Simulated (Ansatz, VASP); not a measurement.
One calculation of Cu, two programs

File INCAR:

```
PREC = Accurate
ENCUT = 520
EDIFF = 1E-7
ISMEAR = 1
SIGMA = 0.1
LREAL = False
LASPH = True
NELM = 100
ALGO = Normal
ISIF = 2
LWAVE = False
LCHARG = True
GGA = PS
LELF = True
LVHAR = True
NBANDS = 30
```

File KPOINTS:

```
regular mesh
0
Gamma
  11 11 3
```

The input POSCAR:

```
Cu
1.0
    2.5307640000      0.0000000000      0.0000000000
   -1.2653820000      2.1917060000      0.0000000000
    0.0000000000      0.0000000000      8.2618150000
Cu
4
Direct
    0.0000000000      0.0000000000      0.0000000000
    0.3333333333      0.6666666667      0.2500000000
   -0.0039513759      0.0000000000      0.5000000000
    0.6666666667      0.3333333333      0.7500000000
```

Input for Ansatz:

```yaml
crystal:
  lattice:
    - [2.530764, 0.0, 0.0]
    - [-1.265382, 2.191706, 0.0]
    - [0.0, 0.0, 8.261815]
  atoms:
    - { symbol: Cu, position: [0.0, 0.0, 0.0] }
    - { symbol: Cu, position: [0.3333333333333333, 0.6666666666666666, 0.25] }
    - { symbol: Cu, position: [-0.003951375948132659, 0.0, 0.5] }
    - { symbol: Cu, position: [0.6666666666666666, 0.3333333333333333, 0.75] }
kpoints:
  mp_grid:
    grid: [11, 11, 3]
    shift: [0.0, 0.0, 0.0]
hamiltonian:
  xc: pbesol
  pseudopotentials:
    kind: paw
scf:
  occupations:
    method: cold
    width: 0.1
output:
  forces: true
```

Alike in both runs: task single point; functional PBEsol; k mesh 11 × 11 × 3; no spin polarisation.

|  | VASP | Ansatz |
| --- | --- | --- |
| version | VASP 6.6.1 | Ansatz 0.2.0 |
| potentials or method | VASP PAW PBE potentials, release 64 (Cu) | plane waves, PAW |
| plane-wave cutoff (eV) | 520 | 420 |
| occupations | methfessel-paxton of order 1, width 0.1 eV | cold, width 0.1 eV |
| valence electrons in the cell | 44 | 76 |

```csv
,VASP,Ansatz,Ansatz less VASP
rms of the force components (eV/Å),0.006,0.006,-0.0002
```

VASP's potentials were made for PBE, not for PBEsol. Atom by atom the forces differ by 0.000 eV/Å (rms over components). VASP's potentials hold 44 valence electrons a cell and Ansatz's 76, so a difference there can come from the potentials and not from the codes.
